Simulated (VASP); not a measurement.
Crystal: BiTe.

```
Bi Te
1.0
     0.00000    3.23500    3.23500
     3.23500    0.00000    3.23500
     3.23500    3.23500    0.00000
Bi Te
1 1
Direct
  0.00000 0.00000 0.00000
  0.50000 0.50000 0.50000
```

| Quantity | Value |
| --- | --- |
| Program | VASP 6.6.1 |
| Task | relaxation of cell and atoms |
| Functional | PBEsol |
| Potentials or basis | VASP PAW PBE potentials, release 64 (Bi_d, Te) |
| Cutoff | 600 eV |
| k mesh | 7 × 7 × 7 |
| Occupations | fermi-dirac, width 0.05 eV |
| Spin | no spin polarisation |

At the start: pressure -1.5 GPa; volume 33.86 Å³/atom.

Where does the relaxation end?

Over 3 steps the energy falls by 5.1 meV/atom and the volume is 32.82 Å³/atom (-3.1 %); space group Fm-3m (No. 225, to 0.05 Å).

Step by step:
| step | energy change (eV) | largest force (eV/Å) | pressure (GPa) | volume (Å³) |
| --- | --- | --- | --- | --- |
| 1 | 0.0000 | 0.0000 | -1.55 | 67.71 |
| 2 | -0.0072 | 0.0000 | 0.92 | 64.56 |
| 3 | -0.0103 | 0.0000 | 0.00 | 65.64 |

Final structure:
```cif
data_structure
_symmetry_space_group_name_H-M 'P 1'
_symmetry_Int_Tables_number 1
_cell_length_a 4.5280
_cell_length_b 4.5280
_cell_length_c 4.5280
_cell_angle_alpha 60.000
_cell_angle_beta 60.000
_cell_angle_gamma 60.000
_cell_volume 65.64
loop_
_atom_site_label
_atom_site_type_symbol
_atom_site_fract_x
_atom_site_fract_y
_atom_site_fract_z
_atom_site_occupancy
Bi1 Bi 0.00000 0.00000 0.00000 1
Te1 Te 0.50000 0.50000 0.50000 1
```

Caveat: the PAW data sets were made with another functional, which shifts forces and pressure a little.
